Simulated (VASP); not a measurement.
A run of VASP 6.6.1 is set up as follows.

The input INCAR:

```
SYSTEM = SnO2
PREC     = Accurate       ! precision mode
ENCUT    = 520            ! plane-wave cutoff, eV
EDIFF    = 1E-6           ! SCF threshold, eV
ISMEAR   = 0              ! smearing method
SIGMA    = 0.05           ! smearing width, eV
LREAL    = .False.        ! projectors in reciprocal space
LASPH    = .True.         ! aspherical terms in the spheres
NELM     = 60             ! most SCF steps
ALGO     = Normal         ! electronic algorithm
ISIF     = 2              ! what is computed and relaxed
LWAVE    = .False.        ! write WAVECAR
LCHARG   = .False.        ! write CHGCAR
GGA      = CA             ! functional
NBANDS   = 35             ! bands
```

Contents of KPOINTS:

```
Automatic mesh
0
Gamma
  6 6 8
  0 0 0
```

File POSCAR:

```
SnO2
1.0
    4.4907696718      0.0000000000      0.0000000000
    0.0000000000      4.4913213421      0.0000000000
    0.0000000000      0.0000000000      3.0339885145
Sn O
2 4
Direct
    0.5000000000      0.5000000000      0.5000000000
    0.0000000000      0.0000000000      0.0000000000
    0.3059833077      0.3580510778      0.0000000000
    0.8059833077      0.1419489222      0.5000000000
    0.1940166923      0.8580510778      0.5000000000
    0.6940166923      0.6419489222      0.0000000000
```

Potentials or basis: VASP PAW LDA potentials, release 64 (Sn_d, O).

Command:

```sh
$ cat potpaw_LDA.64/Sn_d/POTCAR potpaw_LDA.64/O/POTCAR > POTCAR
$ mpirun -np 1 vasp_std > vasp.out
```

Question: Estimate the band gap on the k mesh.

Answer: 3.26 eV (least direct gap 3.40 eV).

Question: Estimate the largest force.

Answer: 7.317 eV/Å.

Question: What does it give for the pressure?

Answer: 65.9 GPa.

Forces in eV/Å, atoms in the order of the input:
```
Sn   0.000  0.000  0.000
Sn   0.000  0.000  0.000
O   -5.757 -4.516  0.000
O   -5.757  4.516  0.000
O    5.757 -4.516  0.000
O    5.757  4.516  0.000
```

Caveat: the cell differs from its parent crystal (atoms shifted along a free coordinate); the cell stands under pressure; spin-orbit coupling is left out, which moves the levels of the heavy elements; forces of over 1 eV/Å act on the atoms, so gaps and moduli don't describe the material at rest. A k mesh can miss the band edges.
